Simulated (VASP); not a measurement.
Crystal: Al.

```
CELL_PARAMETERS angstrom
-2.51794 2.51794 1.37480
2.51794 -2.51794 1.37480
2.51794 2.51794 -1.37480
ATOMIC_POSITIONS crystal
Al 0.00000 0.00000 0.00000
Al 0.75000 0.25000 0.50000
```

| Quantity | Value |
| --- | --- |
| Program | VASP 6.6.1 |
| Task | relaxation of cell and atoms |
| Functional | PBE |
| Potentials or basis | VASP PAW PBE potentials, release 64 (Al) |
| Cutoff | 600 eV |
| k mesh | 13 × 13 × 9 |
| Occupations | fermi-dirac, width 0.1 eV |
| Spin | no spin polarisation |

At the start: pressure 7.5 GPa; volume 17.43 Å³/atom.

How do energy, volume and symmetry change on relaxing?

Over 42 steps the energy falls by 246.6 meV/atom and the volume is 17.69 Å³/atom (+1.5 %); space group I4_1/amd (No. 141, to 0.1 Å) before, Cmcm (No. 63, to 0.1 Å).

The path:
| step | energy change (eV) | largest force (eV/Å) | pressure (GPa) | volume (Å³) |
| --- | --- | --- | --- | --- |
| 1 | 0.0000 | 0.0057 | 7.50 | 34.86 |
| 3 | -0.0954 | 0.0250 | -0.38 | 38.61 |
| 5 | -0.1001 | 0.0536 | 0.14 | 38.26 |
| 7 | -0.1091 | 0.1084 | -0.25 | 38.46 |
| 9 | -0.2080 | 0.1554 | -1.99 | 38.99 |
| 11 | -0.2472 | 0.0354 | -2.38 | 39.02 |
| 13 | -0.2491 | 0.0628 | -2.37 | 38.99 |
| 15 | -0.2515 | 0.1061 | -2.25 | 38.88 |
| 17 | -0.2611 | 0.1069 | -1.48 | 38.32 |
| 19 | -0.2722 | 0.0956 | 2.26 | 36.14 |
| 21 | -0.2803 | 0.0956 | 1.23 | 36.65 |
| 23 | -0.3505 | 0.0914 | 2.06 | 35.79 |
| 25 | -0.3891 | 0.6332 | 3.70 | 34.41 |
| 27 | -0.4278 | 0.6677 | 2.45 | 34.59 |
| 29 | -0.4291 | 0.6795 | 2.36 | 34.61 |
| 31 | -0.4719 | 0.2938 | 0.27 | 35.38 |
| 33 | -0.4831 | 0.0123 | -1.31 | 36.13 |
| 35 | -0.4861 | 0.0179 | -0.82 | 35.86 |
| 37 | -0.4901 | 0.1046 | 0.45 | 35.19 |
| 39 | -0.4931 | 0.0315 | 0.04 | 35.34 |
| 41 | -0.4932 | 0.0149 | 0.00 | 35.36 |
| 42 | -0.4932 | 0.0016 | -0.04 | 35.38 |

Final structure:
```
CELL_PARAMETERS angstrom
-3.27404 2.91781 1.37920
2.91781 -3.27404 1.37919
2.35700 2.35700 -2.21234
ATOMIC_POSITIONS crystal
Al 0.98955 0.01045 0.00000
Al 0.76045 0.23955 0.50000
```

Caveat: a cell axis changed by over 15 % at a fixed basis, so the end point is rough.
